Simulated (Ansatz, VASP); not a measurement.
WF4: VASP beside Ansatz

Contents of INCAR:

```
PREC = Accurate ; ENCUT = 520
EDIFF = 1E-6 ; ISMEAR = 0
SIGMA = 0.01 ; LREAL = False
LASPH = True ; NELM = 150
ALGO = Normal ; ISIF = 2
LWAVE = False ; LCHARG = True
MAGMOM = 0 0 0 0 0 0 0 0 0 0 0 0 0 0 0 ; LORBIT = 11
LSORBIT = True ; GGA_COMPAT = False
LORBMOM = True ; LMAXMIX = 4
GGA = PE ; LVHAR = True
NBANDS = 57
```

File KPOINTS:

```
Automatic mesh
0
Gamma
  1 1 1
```

Contents of POSCAR:

```
WF4
1.0
   12.6000000000      0.0000000000      0.0000000000
    0.0000000000     12.6000000000      0.0000000000
    0.0000000000      0.0000000000      9.7100000000
W F
1 4
Direct
    0.4998452400      0.4998452400      0.4998537600
    0.6425476200      0.4998452400      0.5362677700
    0.4998452400      0.6425476200      0.4634397500
    0.3571428600      0.4998452400      0.5362677700
    0.4998452400      0.3571428600      0.4634397500
```

Input for Ansatz:

```yaml
crystal:
  lattice:
    - [12.6, 0.0, 0.0]
    - [0.0, 12.6, 0.0]
    - [0.0, 0.0, 9.71]
  atoms:
    - { symbol: W, position: [0.49984524, 0.49984524, 0.49985376] }
    - { symbol: F, position: [0.64254762, 0.49984524, 0.53626777] }
    - { symbol: F, position: [0.49984524, 0.64254762, 0.46343975] }
    - { symbol: F, position: [0.35714286, 0.49984524, 0.53626777] }
    - { symbol: F, position: [0.49984524, 0.35714286, 0.46343975] }
basis:
  ecutwfc: 420
  ecutrho_ratio: 4
kpoints:
  mp_grid: { grid: [1, 1, 1] }
hamiltonian:
  xc: pbe
scf:
  occupations: { method: gaussian, width: 0.01 }
output:
  forces: true
  eigenvalues: true
  populations: true
  write_density: true
  write_potential: true
  elf: true
  volumetric_format: npy
magnetization:
  noncollinear: true
  spin_orbit: true
```

Alike in both runs: task single point; functional PBE; k mesh 1 × 1 × 1; occupations gaussian, width 0.01 eV; non-collinear spin, spin-orbit coupling.

|  | VASP | Ansatz |
| --- | --- | --- |
| version | VASP 6.6.1 | Ansatz 0.2.0 |
| potentials or method | VASP PAW PBE potentials, release 64 (W_sv, F), cutoff 520 eV | plane waves, PAW |
| valence electrons in the cell | 42 | 42 |

```csv
,VASP,Ansatz,Ansatz less VASP
rms of the force components (eV/Å),0.393,0.127,-0.2654
net moment per atom (μB),0.00,0.00,0.000
```

Atom by atom the forces differ by 0.266 eV/Å (rms over components). One of these differences is far larger than is usual between the two programs; its cause wasn't traced. Ansatz's warnings: xc potential rough in thin density.
